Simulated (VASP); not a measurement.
Write the native input for VASP 6.6.1 that does the following.

```
Task                   : single point
Functional             : PBE
Potentials or basis    : VASP PAW PBE potentials, release 64 (Ag, Cl)
Cutoff                 : 520 eV
k mesh                 : 8 × 8 × 8
Occupations            : fermi-dirac, width 0.02 eV
Spin                   : no spin polarisation
Dipole correction      : no
Further INCAR settings : ALGO = Normal; EDIFF = 1e-06; NBANDS = 16
```

The structure of AgCl lies in POSCAR:

```
AgCl
1.0
    3.3955880382     -0.0633277169      0.0000000000
   -0.0633277169      3.3955880382      0.0000000000
    0.0000000000      0.0000000000      3.3955880382
Ag Cl
1 1
Direct
    0.0000000000      0.0000000000      0.0000000000
    0.5000000000      0.5000000000      0.5000000000
```

This cell differs from its parent crystal: shear xy strain -3.7%.

One way to write it, as run:

INCAR

```
SYSTEM = AgCl
PREC = Accurate
ENCUT = 520
EDIFF = 1E-6
ISMEAR = -1
SIGMA = 0.02
LREAL = .FALSE.
LASPH = .TRUE.
NELM = 100
ALGO = Normal
ISIF = 2
LWAVE = .FALSE.
LCHARG = .FALSE.
GGA = PE
NBANDS = 16
```

KPOINTS

```
regular mesh
0
G
  8 8 8
  0 0 0
```

Potentials or basis: VASP PAW PBE potentials, release 64 (Ag, Cl).

Launch:

```sh
$ cat potpaw_PBE.64/Ag/POTCAR potpaw_PBE.64/Cl/POTCAR > POTCAR
$ mpirun -np 1 vasp_std > vasp.out
```

Results of the run:

```
Pressure               : 1.5 GPa
Band gap on the k mesh : 0.47 eV (least direct gap 2.12 eV)
```

Caveat: the cell differs from its parent crystal (shear xy strain -3.7%).

Wall time 77 s on 1 thread of Intel Xeon 8259CL, with other jobs on the host, peak memory 0.2 GiB.
